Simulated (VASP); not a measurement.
# YTl in VASP: notebook, part 2 of 3

VASP 6.6.1. The steps go on from the part before.

## (3) Electric field gradients, LDA (27.97 Å³/atom)

This run uses another cell than the first one, of 27.97 Å³/atom.

INCAR

```
PREC = Accurate
ENCUT = 520
EDIFF = 1E-8
ISMEAR = -1
SIGMA = 0.08
LREAL = F
LASPH = T
NELM = 80
ALGO = Normal
ISIF = 2
LWAVE = F
LCHARG = F
GGA = CA
LEFG = T
NBANDS = 19
```

KPOINTS

```
Automatic mesh
0
Gamma
  11 11 11
```

POSCAR

```
YTl
1.0
    3.8245676969      0.0000000000      0.0000000000
    0.0000000000      3.8245676969      0.0000000000
    0.0000000000      0.0000000000      3.8245676969
Y Tl
1 1
Direct
    0.5000000000      0.5000000000      0.5000000000
    0.0000000000      0.0000000000      0.0000000000
```

Potentials or basis: VASP PAW LDA potentials, release 64 (Y_sv, Tl_d).

Launch:

```sh
$ cat potpaw_LDA.64/Y_sv/POTCAR potpaw_LDA.64/Tl_d/POTCAR > POTCAR
$ mpirun -np 1 vasp_std > vasp.out
```

OUTCAR:

```text
PREC = Accurate
   ENCUT = 520
   EDIFF = 1E-8
   ISMEAR = -1
   LREAL = F
   LASPH = T
   NELM = 80
   ISIF = 2
   GGA = CA

 ion  position               nearest neighbor table
   1  0.500  0.500  0.500-   2 3.31   2 3.31   2 3.31   2 3.31   2 3.31   2 3.31   2 3.31   2 3.31

   2  0.000  0.000  0.000-   1 3.31   1 3.31   1 3.31   1 3.31   1 3.31   1 3.31   1 3.31   1 3.31

  LATTYP: Found a simple cubic cell.
 ALAT       =     3.8245676969

  Lattice vectors:

 A1 = (   3.8245676969,   0.0000000000,   0.0000000000)
 A2 = (   0.0000000000,   3.8245676969,   0.0000000000)
 A3 = (   0.0000000000,   0.0000000000,   3.8245676969)

Analysis of symmetry for initial positions (statically):
=====================================================================
 Subroutine PRICEL returns:
 Original cell was already a primitive cell.

 Routine SETGRP: Setting up the symmetry group for a
 simple cubic supercell.

 Subroutine GETGRP returns: Found 48 space group operations
 (whereof 48 operations were pure point group operations)
 out of a pool of 48 trial point group operations.

The static configuration has the point symmetry O_h .

Analysis of symmetry for dynamics (positions and initial velocities):
=====================================================================
 Subroutine PRICEL returns:
 Original cell was already a primitive cell.

 Routine SETGRP: Setting up the symmetry group for a
 simple cubic supercell.

 Subroutine GETGRP returns: Found 48 space group operations
 (whereof 48 operations were pure point group operations)
 out of a pool of 48 trial point group operations.

The dynamic configuration has the point symmetry O_h .

 Subroutine INISYM returns: Found 48 space group operations
 (whereof 48 operations are pure point group operations),
[... 147 lines left out ...]
 fundamental gap:      0.0376072691
 Fermi energy:         5.4359290691

 k-point     1 :       0.0000    0.0000    0.0000
  band No.  band energies     occupation
      1     -37.5660      2.00000
      2     -17.5990      2.00000
      3     -17.5990      2.00000
      4     -17.5990      2.00000
      5      -6.1639      2.00000
      6      -6.1639      2.00000
[... 505 lines left out ...]
      6      -6.0135      2.00000
[... 11 lines left out ...]
     18      11.2690      0.00000
     19      14.0871      0.00000

 [... further k-points ...]
[... 5 lines left out ...]
  --------------------------------------------------------------------------------------
  -------------------------------------------------------------------------------------
  Total       -2.0012920     -2.0012920     -2.0012920      0.0000000     -0.0000000      0.0000000
  in kB      -57.3157504    -57.3157504    -57.3157504      0.0000000     -0.0000000      0.0000000
  external PRESSURE =     -57.3157504 kB  Pullay stress =       0.0000000 kB

 VOLUME and BASIS-vectors are now :
 -----------------------------------------------------------------------------
  energy-cutoff  :      520.00
  volume of cell :       55.94
      direct lattice vectors                 reciprocal lattice vectors
     3.824567697  0.000000000  0.000000000     0.261467460  0.000000000  0.000000000
     0.000000000  3.824567697  0.000000000     0.000000000  0.261467460  0.000000000
     0.000000000  0.000000000  3.824567697     0.000000000  0.000000000  0.261467460

 POSITION                                       TOTAL-FORCE (eV/Angst)
 -----------------------------------------------------------------------------------
      1.91228      1.91228      1.91228         0.000000      0.000000      0.000000
      0.00000      0.00000      0.00000         0.000000      0.000000      0.000000
 -----------------------------------------------------------------------------------
    total drift:                               -0.000000      0.000000      0.000000

  FREE ENERGIE OF THE ION-ELECTRON SYSTEM (eV)
  ---------------------------------------------------
  free  energy   TOTEN  =       -10.8056215185 eV

  energy  without entropy=      -10.7723297056  energy(sigma->0) =      -10.78897561

 Electric field gradients (V/A^2)
---------------------------------------------------------------------
 ion       V_xx      V_yy      V_zz      V_xy      V_xz      V_yz
---------------------------------------------------------------------
   1      -0.000     0.000    -0.000     0.000     0.000     0.000
   2      -0.000    -0.000     0.000     0.000    -0.000     0.000
---------------------------------------------------------------------

 Electric field gradients after diagonalization (V/A^2)
 (convention: |V_zz| > |V_xx| > |V_yy|)
----------------------------------------------------------------------
 ion       V_xx      V_yy      V_zz     asymmetry (V_yy - V_xx)/ V_zz
----------------------------------------------------------------------
   1       0.000    -0.000    -0.000       1.578
   2      -0.000    -0.000     0.000       0.084
----------------------------------------------------------------------

           NMR quadrupolar parameters

 Cq : quadrupolar parameter    Cq=e*Q*V_zz/h
 eta: asymmetry parameters     (V_yy - V_xx)/ V_zz
 Q  : nuclear electric quadrupole moment in mb (millibarn)
----------------------------------------------------------------------
 ion       Cq(MHz)       eta       Q (mb)
----------------------------------------------------------------------
   1      -0.000       1.578       1.000
   2       0.000       0.084       1.000
----------------------------------------------------------------------
```

It took 18 s on 1 thread of Intel Xeon 6975P-C (Granite Rapids), shared host; peak memory 0.19 GiB.

What came out:

```yaml
Free_energy: -10.8056 eV
Pressure: -5.7 GPa
Band_gap_on_the_k_mesh: zero (bands 12 and 13 overlap by 2.11 eV)
Largest_electric_field_gradient_by_atom: zero within the noise of the run
```

Levels at points of the mesh, in eV from the Fermi level:
```
           k point  band 10  band 11  band 12  band 13  band 14  band 15
(0.00, 0.00, 0.00)    -8.78    -0.12    -0.12     2.91     2.91     2.91
```

Caveat: the cell stands under tension; spin-orbit coupling is left out, which moves the levels of the heavy elements.

## (4) Electric field gradients, LDA (zz strain of -2 %)

INCAR

```
SYSTEM = YTl
PREC = Accurate ; ENCUT = 520
EDIFF = 1E-8 ; ISMEAR = -1
SIGMA = 0.08 ; LREAL = .FALSE.
LASPH = .TRUE. ; NELM = 100
ALGO = Normal ; ISIF = 2
LWAVE = .FALSE. ; LCHARG = .FALSE.
LEFG = .TRUE. ; NBANDS = 19
```

KPOINTS

```
Automatic mesh
0
G
  11 11 11
  0 0 0
```

POSCAR

```
YTl
1.0
    3.7510000000      0.0000000000      0.0000000000
    0.0000000000      3.7510000000      0.0000000000
    0.0000000000      0.0000000000      3.6759800000
Y Tl
1 1
Direct
    0.5000000000      0.5000000000      0.5000000000
    0.0000000000      0.0000000000      0.0000000000
```

Potentials or basis: VASP PAW LDA potentials, release 64 (Y_sv, Tl_d).

Launch:

```sh
$ cat potpaw_LDA.64/Y_sv/POTCAR potpaw_LDA.64/Tl_d/POTCAR > POTCAR
$ mpirun -np 1 vasp_std > vasp.out
```

OUTCAR:

```text
SYSTEM = YTl
   PREC = Accurate
   ENCUT = 520
   EDIFF = 1E-8
   ISMEAR = -1
   LREAL = .FALSE.
   LASPH = .TRUE.
   NELM = 100
   ISIF = 2

 ion  position               nearest neighbor table
   1  0.500  0.500  0.500-   2 3.23   2 3.23   2 3.23   2 3.23   2 3.23   2 3.23   2 3.23   2 3.23

   2  0.000  0.000  0.000-   1 3.23   1 3.23   1 3.23   1 3.23   1 3.23   1 3.23   1 3.23   1 3.23

  LATTYP: Found a simple tetragonal cell.
 ALAT       =     3.7510000000
 C/A-ratio  =     0.9800000000

  Lattice vectors:

 A1 = (   3.7510000000,   0.0000000000,   0.0000000000)
 A2 = (   0.0000000000,   3.7510000000,   0.0000000000)
 A3 = (   0.0000000000,   0.0000000000,   3.6759800000)

Analysis of symmetry for initial positions (statically):
=====================================================================
 Subroutine PRICEL returns:
 Original cell was already a primitive cell.

 Routine SETGRP: Setting up the symmetry group for a
 simple tetragonal supercell.

[... 717 lines left out ...]
      direct lattice vectors                 reciprocal lattice vectors
     3.751000000  0.000000000  0.000000000     0.266595575  0.000000000  0.000000000
     0.000000000  3.751000000  0.000000000     0.000000000  0.266595575  0.000000000
     0.000000000  0.000000000  3.675980000     0.000000000  0.000000000  0.272036301

 POSITION                                       TOTAL-FORCE (eV/Angst)
 -----------------------------------------------------------------------------------
      1.87550      1.87550      1.83799         0.000000      0.000000      0.000000
      0.00000      0.00000      0.00000         0.000000      0.000000      0.000000
 -----------------------------------------------------------------------------------
    total drift:                               -0.000000      0.000000      0.000000

  FREE ENERGIE OF THE ION-ELECTRON SYSTEM (eV)
  ---------------------------------------------------
  free  energy   TOTEN  =       -10.9062700053 eV

  energy  without entropy=      -10.8794424975  energy(sigma->0) =      -10.89285625

 Electric field gradients (V/A^2)
---------------------------------------------------------------------
 ion       V_xx      V_yy      V_zz      V_xy      V_xz      V_yz
---------------------------------------------------------------------
   1       0.539     0.539    -1.078     0.000    -0.000     0.000
   2      -8.501    -8.501    17.002    -0.000    -0.000     0.000
---------------------------------------------------------------------

 Electric field gradients after diagonalization (V/A^2)
 (convention: |V_zz| > |V_xx| > |V_yy|)
----------------------------------------------------------------------
 ion       V_xx      V_yy      V_zz     asymmetry (V_yy - V_xx)/ V_zz
----------------------------------------------------------------------
   1       0.539     0.539    -1.078       0.000
   2      -8.501    -8.501    17.002       0.000
----------------------------------------------------------------------

           NMR quadrupolar parameters

 Cq : quadrupolar parameter    Cq=e*Q*V_zz/h
 eta: asymmetry parameters     (V_yy - V_xx)/ V_zz
 Q  : nuclear electric quadrupole moment in mb (millibarn)
----------------------------------------------------------------------
 ion       Cq(MHz)       eta       Q (mb)
----------------------------------------------------------------------
   1      -0.003       0.000       1.000
   2       0.041       0.000       1.000
----------------------------------------------------------------------
```

OSZICAR:

```text
N       E                     dE             d eps       ncg     rms          rms(c)
DAV:   1     0.108080548161E+03    0.10808E+03   -0.12760E+04  4892   0.121E+03
DAV:   2    -0.619152346652E+01   -0.11427E+03   -0.11237E+03  5420   0.278E+02
DAV:   3    -0.113042176881E+02   -0.51127E+01   -0.50526E+01  7932   0.400E+01
DAV:   4    -0.114271632480E+02   -0.12295E+00   -0.12248E+00  5666   0.500E+00
DAV:   5    -0.114294299237E+02   -0.22667E-02   -0.22662E-02  5683   0.573E-01    0.262E+01
DAV:   6    -0.109931000060E+02    0.43633E+00   -0.50009E-01  5238   0.429E+00    0.168E+01
DAV:   7    -0.109232667511E+02    0.69833E-01   -0.59280E-01  6085   0.451E+00    0.227E+00
DAV:   8    -0.109066595082E+02    0.16607E-01   -0.10637E-01  5198   0.201E+00    0.566E-01
DAV:   9    -0.109062653784E+02    0.39413E-03   -0.41369E-03  5350   0.368E-01    0.927E-02
DAV:  10    -0.109062733774E+02   -0.79990E-05   -0.15888E-04  5518   0.950E-02    0.933E-02
DAV:  11    -0.109062701641E+02    0.32133E-05   -0.20742E-05  5980   0.303E-02    0.268E-02
DAV:  12    -0.109062700010E+02    0.16306E-06   -0.16678E-06  5330   0.866E-03    0.502E-03
DAV:  13    -0.109062700035E+02   -0.24602E-08   -0.10425E-07  6346   0.167E-03    0.128E-03
DAV:  14    -0.109062700053E+02   -0.18554E-08   -0.80813E-09  3920   0.640E-04
   1 F= -.10906270E+02 E0= -.10892856E+02  d E =-.268275E-01
```

It took 36 s on 1 thread of Intel Xeon 6975P-C (Granite Rapids), shared host; peak memory 0.26 GiB.

What came out:

```yaml
Free_energy: -10.9063 eV
Pressure: -1.7 GPa
Band_gap_on_the_k_mesh: zero (bands 12 and 13 overlap by 2.21 eV)
Largest_electric_field_gradient_by_atom: Y -1.1; Tl +17.0 V/Å²
```

Levels at points of the mesh, in eV from the Fermi level:
```tsv
k point	band 8	band 9	band 10	band 11	band 12	band 13	band 14	band 15	band 16	band 17
(0.00, 0.00, 0.00)	-11.50	-11.50	-9.15	-0.15	-0.14	3.01	3.01	3.40	3.48	3.59
```

Electric field gradients, principal values (V/Å²):
| atom | least | middle | greatest (by size) |
| --- | --- | --- | --- |
| 1 Y | 0.539 | 0.539 | -1.078 |
| 2 Tl | -8.501 | -8.501 | 17.002 |

Caveat: the cell differs from its parent crystal (zz strain of -2 %); without QUAD_EFG the Cq values of the log hold for a quadrupole moment of 1 mb, not for the nuclei; spin-orbit coupling is left out, which moves the levels of the heavy elements.

## (5) Electric field gradients, LDA (24.80 Å³/atom)

This run uses another cell than the first one, of 24.80 Å³/atom.

INCAR

```
SYSTEM = YTl
  ALGO = Normal
  EDIFF = 1E-8
  ENCUT = 520
  ISIF = 2
  ISMEAR = -1
  LASPH = .True.
  LCHARG = .False.
  LEFG = .True.
  LREAL = .False.
  LWAVE = .False.
  NBANDS = 19
  NELM = 60
  PREC = Accurate
  SIGMA = 0.08
```

KPOINTS

```
k-points
0
Gamma
  11 11 11
  0 0 0
```

POSCAR

```
YTl
1.0
    3.6744274938      0.0000000000      0.0000000000
    0.0000000000      3.6744274938      0.0000000000
    0.0000000000      0.0000000000      3.6744274938
Y Tl
1 1
Direct
    0.5000000000      0.5000000000      0.5000000000
    0.0000000000      0.0000000000      0.0000000000
```

Potentials or basis: VASP PAW LDA potentials, release 64 (Y_sv, Tl_d).

Launch:

```sh
$ cat potpaw_LDA.64/Y_sv/POTCAR potpaw_LDA.64/Tl_d/POTCAR > POTCAR
$ mpirun -np 1 vasp_std > vasp.out
```

OUTCAR:

```text
SYSTEM = YTl
   EDIFF = 1E-8
   ENCUT = 520
   ISIF = 2
   ISMEAR = -1
   LASPH = .True.
   LREAL = .False.
   NELM = 60
   PREC = Accurate

 ion  position               nearest neighbor table
   1  0.500  0.500  0.500-   2 3.18   2 3.18   2 3.18   2 3.18   2 3.18   2 3.18   2 3.18   2 3.18

   2  0.000  0.000  0.000-   1 3.18   1 3.18   1 3.18   1 3.18   1 3.18   1 3.18   1 3.18   1 3.18

  LATTYP: Found a simple cubic cell.
 ALAT       =     3.6744274938

  Lattice vectors:

 A1 = (   3.6744274938,   0.0000000000,   0.0000000000)
 A2 = (   0.0000000000,   3.6744274938,   0.0000000000)
 A3 = (   0.0000000000,   0.0000000000,   3.6744274938)

Analysis of symmetry for initial positions (statically):
=====================================================================
 Subroutine PRICEL returns:
 Original cell was already a primitive cell.

 Routine SETGRP: Setting up the symmetry group for a
 simple cubic supercell.

[... 716 lines left out ...]
  volume of cell :       49.61
      direct lattice vectors                 reciprocal lattice vectors
     3.674427494  0.000000000  0.000000000     0.272151240  0.000000000  0.000000000
     0.000000000  3.674427494  0.000000000     0.000000000  0.272151240  0.000000000
     0.000000000  0.000000000  3.674427494     0.000000000  0.000000000  0.272151240

 POSITION                                       TOTAL-FORCE (eV/Angst)
 -----------------------------------------------------------------------------------
      1.83721      1.83721      1.83721         0.000000      0.000000      0.000000
      0.00000      0.00000      0.00000         0.000000      0.000000      0.000000
 -----------------------------------------------------------------------------------
    total drift:                                0.000000      0.000000      0.000000

  FREE ENERGIE OF THE ION-ELECTRON SYSTEM (eV)
  ---------------------------------------------------
  free  energy   TOTEN  =       -10.9108851387 eV

  energy  without entropy=      -10.8864845074  energy(sigma->0) =      -10.89868482

 Electric field gradients (V/A^2)
---------------------------------------------------------------------
 ion       V_xx      V_yy      V_zz      V_xy      V_xz      V_yz
---------------------------------------------------------------------
   1       0.000     0.000     0.000     0.000    -0.000    -0.000
   2       0.000     0.000    -0.000     0.000     0.000     0.000
---------------------------------------------------------------------

 Electric field gradients after diagonalization (V/A^2)
 (convention: |V_zz| > |V_xx| > |V_yy|)
----------------------------------------------------------------------
 ion       V_xx      V_yy      V_zz     asymmetry (V_yy - V_xx)/ V_zz
----------------------------------------------------------------------
   1       0.000     0.000     0.000      -0.372
   2       0.000     0.000    -0.000       0.015
----------------------------------------------------------------------

           NMR quadrupolar parameters

 Cq : quadrupolar parameter    Cq=e*Q*V_zz/h
 eta: asymmetry parameters     (V_yy - V_xx)/ V_zz
 Q  : nuclear electric quadrupole moment in mb (millibarn)
----------------------------------------------------------------------
 ion       Cq(MHz)       eta       Q (mb)
----------------------------------------------------------------------
   1       0.000      -0.372       1.000
   2      -0.000       0.015       1.000
----------------------------------------------------------------------
```

stdout:

```text
POSCAR found type information on POSCAR Y Tl
 POSCAR found :  2 types and       2 ions
 scaLAPACK will be used
 LDA part: xc-table for (Slater(with rela. corr.)+CA(PZ))
 , standard interpolation
 POSCAR, INCAR and KPOINTS ok, starting setup
 FFT: planning ... GRIDC
 FFT: planning ... GRID_SOFT
 FFT: planning ... GRID
 WAVECAR not read
 entering main loop
ion   1

ion   2
```

It took 24 s on 1 thread of AMD EPYC 9R45 (Zen 5), shared host; peak memory 0.16 GiB.

Results:

```
Free energy                             : -10.9109 eV
Pressure                                : 1.1 GPa
Band gap on the k mesh                  : zero (bands 12 and 13 overlap by 2.26 eV)
Largest electric field gradient by atom : zero within the noise of the run
```

Caveat: spin-orbit coupling is left out, which moves the levels of the heavy elements.

(Part 2 of 3 ends here.)
